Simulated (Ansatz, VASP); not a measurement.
This is a calculation of MoS2 for VASP 6.6.1.

File INCAR:

```
  PREC = Accurate
  ENCUT = 520
  EDIFF = 1E-6
  ISMEAR = -1
  SIGMA = 0.05
  LREAL = False
  LASPH = True
  NELM = 60
  ALGO = Normal
  ISIF = 2
  LWAVE = False
  LCHARG = False
  GGA = PE
  NBANDS = 35
```

The input KPOINTS:

```
regular mesh
0
Gamma
  10 10 3
```

The input POSCAR:

```
MoS2
1.0
    3.1182800462      0.0000000000      0.0000000000
   -1.5591400231      2.7005097384      0.0000000000
    0.0000000000      0.0000000000     12.1288306856
Mo S
2 4
Direct
    0.3333333333      0.6666666667      0.2500000000
    0.6666666667      0.3333333333      0.7500000000
    0.3333333333      0.6666666667      0.6275000000
    0.6666666667      0.3333333333      0.1275000000
    0.3333333333      0.6666666667      0.8725000000
    0.6666666667      0.3333333333      0.3725000000
```

Potentials or basis: VASP PAW PBE potentials, release 64 (Mo_sv, S).

The run is started by

```sh
$ cat potpaw_PBE.64/Mo_sv/POTCAR potpaw_PBE.64/S/POTCAR > POTCAR
$ mpirun -np 1 vasp_std > vasp.out
```

Problem. Set up the same calculation for Ansatz 0.2.0. Potentials there: all-electron LAPW, scalar-relativistic.

Solution. As run (the cutoff follows the program's own potentials):

input.yaml

```yaml
crystal:
  lattice:
    - [3.1182800462, 0.0, 0.0]
    - [-1.5591400231, 2.7005097384, 0.0]
    - [0.0, 0.0, 12.1288306856]
  atoms:
    - { symbol: Mo, position: [0.3333333333, 0.6666666667, 0.25] }
    - { symbol: Mo, position: [0.6666666667, 0.3333333333, 0.75] }
    - { symbol: S, position: [0.3333333333, 0.6666666667, 0.6275] }
    - { symbol: S, position: [0.6666666667, 0.3333333333, 0.1275] }
    - { symbol: S, position: [0.3333333333, 0.6666666667, 0.8725] }
    - { symbol: S, position: [0.6666666667, 0.3333333333, 0.3725] }
kpoints:
  mp_grid: { grid: [10, 10, 3] }
scf:
  occupations: { method: fermi_dirac, width: 0.05 }
hamiltonian:
  xc: pbe
  pseudopotentials: { kind: all_electron, lapw: { basis_error: 0.001 } }
output:
  forces: true
  stress: true
  eigenvalues: true
```

Potentials or basis: all-electron LAPW, scalar-relativistic.

The run is started by

```sh
$ ansatz run input.yaml --threads 4 --pin off --max-ram 12288MiB --backend cpu --events-out ev --progress --plain --runs-dir out
```

Both were run:

|  | VASP | Ansatz | Ansatz less VASP |
| --- | --- | --- | --- |
| gap on the k mesh at the Fermi level (eV) | 0.89 | 0.87 | -0.016 |
| least direct gap on the mesh (eV) | 1.98 | 1.97 | -0.003 |
| pressure (GPa) | 16.5 | 16.7 | +0.22 |
| traceless stress, the component that is largest in VASP (GPa) | 5.03 | 5.08 | +0.059 |
| rms of the force components (eV/Å) | 0.944 | 0.955 | +0.0115 |

Atom by atom the forces differ by 0.011 eV/Å (rms over components). Ansatz ran all-electron here, and VASP with PAW potentials.
